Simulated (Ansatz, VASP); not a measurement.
**GePt in VASP and in Ansatz**

File INCAR:

```
PREC = Accurate
ENCUT = 520
EDIFF = 1E-6
ISMEAR = 0
SIGMA = 0.1
LREAL = F
LASPH = T
NELM = 60
ALGO = Normal
ISIF = 2
LWAVE = F
LCHARG = T
GGA = PE
IVDW = 12
LELF = T
LVHAR = T
NBANDS = 58
```

The input KPOINTS:

```
Automatic mesh
0
Gamma
  4 6 4
```

Contents of POSCAR:

```
GePt
1.0
    5.7190000000      0.0000000000      0.0000000000
    0.0000000000      3.6970000000      0.0000000000
    0.0000000000      0.0000000000      6.0840000000
Ge Pt
4 4
Direct
    0.1850000000      0.2500000000      0.5900000000
    0.3150000000      0.7500000000      0.0900000000
    0.6850000000      0.2500000000      0.9100000000
    0.8150000000      0.7500000000      0.4100000000
    0.9995000000      0.2500000000      0.1908000000
    0.5005000000      0.7500000000      0.6908000000
    0.4995000000      0.2500000000      0.3092000000
    0.0005000000      0.7500000000      0.8092000000
```

Input for Ansatz:

```yaml
crystal:
  lattice:
    - [5.719, 0.0, 0.0]
    - [0.0, 3.697, 0.0]
    - [0.0, 0.0, 6.084]
  atoms:
    - { symbol: Ge, position: [0.185, 0.25, 0.59] }
    - { symbol: Ge, position: [0.315, 0.75, 0.09] }
    - { symbol: Ge, position: [0.685, 0.25, 0.91] }
    - { symbol: Ge, position: [0.815, 0.75, 0.41] }
    - { symbol: Pt, position: [0.9995, 0.25, 0.1908] }
    - { symbol: Pt, position: [0.5005, 0.75, 0.6908] }
    - { symbol: Pt, position: [0.4995, 0.25, 0.3092] }
    - { symbol: Pt, position: [0.0005, 0.75, 0.8092] }
basis:
  ecutwfc: 420
kpoints:
  mp_grid: { grid: [4, 6, 4] }
hamiltonian:
  xc: pbe
  dispersion: d3bj
  pseudopotentials: { kind: paw }
scf:
  occupations: { method: gaussian, width: 0.1 }
output:
  forces: true
  stress: true
  eigenvalues: true
```

Alike in both runs: task single point; functional PBE; dispersion D3(BJ); k mesh 4 × 6 × 4; occupations gaussian, width 0.1 eV; no spin polarisation.

|  | VASP | Ansatz |
| --- | --- | --- |
| version | VASP 6.6.1 | Ansatz 0.2.0 |
| potentials or method | VASP PAW PBE potentials, release 64 (Ge_d, Pt), cutoff 520 eV | scalar-relativistic, plane waves, PAW |
| valence electrons in the cell | 96 | 128 |

```tsv
	VASP	Ansatz	Ansatz less VASP
gap on the k mesh at the Fermi level (eV)	none	none	-
pressure (GPa)	2.5	2.5	+0.01
traceless stress, the component that is largest in VASP (GPa)	0.37	0.36	-0.010
rms of the force components (eV/Å)	0.068	0.067	-0.0011
```

Atom by atom the forces differ by 0.002 eV/Å (rms over components). A gap of «none» marks a metal or a gap that the smearing closes. VASP's potentials hold 96 valence electrons a cell and Ansatz's 128, so a difference there can come from the potentials and not from the codes.

Spin-orbit coupling is off throughout.
